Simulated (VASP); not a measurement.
Here is a VASP 6.6.1 calculation.

Contents of POSCAR:

```
Ge
1.0
    1.3971490000     -2.6005160000      0.0000000000
    1.3971490000      2.6005160000      0.0000000000
    0.0000000000      0.0000000000      2.6982310000
Ge
1
Direct
    0.5000000000      0.5000000000      0.0000000000
```

Contents of INCAR.step1:

```
SYSTEM = Ge
PREC = Accurate
ENCUT = 520
ISMEAR = -1
SIGMA = 0.05
LREAL = .FALSE.
LASPH = .TRUE.
NELM = 80
NBANDS = 13
GGA = PE
ALGO = Normal
EDIFF = 1E-4
LWAVE = .TRUE.
LCHARG = .FALSE.
```

Contents of INCAR.step2:

```
SYSTEM = Ge
PREC = Accurate
ENCUT = 520
EDIFF = 1E-6
ISMEAR = -1
SIGMA = 0.05
LREAL = .FALSE.
LASPH = .TRUE.
NELM = 80
ALGO = Normal
ISIF = 2
LWAVE = .FALSE.
LCHARG = .FALSE.
METAGGA = R2SCAN
LMIXTAU = .TRUE.
NBANDS = 13
ISTART = 1
```

The input KPOINTS:

```
Automatic mesh
0
G
  11 11 10
  0 0 0
```

Potentials or basis: VASP PAW PBE potentials, release 64 (Ge_d).

Launch:

```console
$ cat potpaw_PBE.64/Ge_d/POTCAR > POTCAR
$ cp INCAR.step1 INCAR
$ mpirun -np 1 vasp_std > vasp.out
$ cp INCAR.step2 INCAR
$ mpirun -np 1 vasp_std > vasp.out
```

(1) What does it give for the pressure?

(2) Predict the band gap on the k mesh.

## Answers

(1) -3.3 GPa.

(2) zero (band 7 reaches 13.10 eV, above the bottom of band 8 at 3.59 eV).

Caveat: the PAW data sets were made with another functional, which shifts forces and pressure a little.
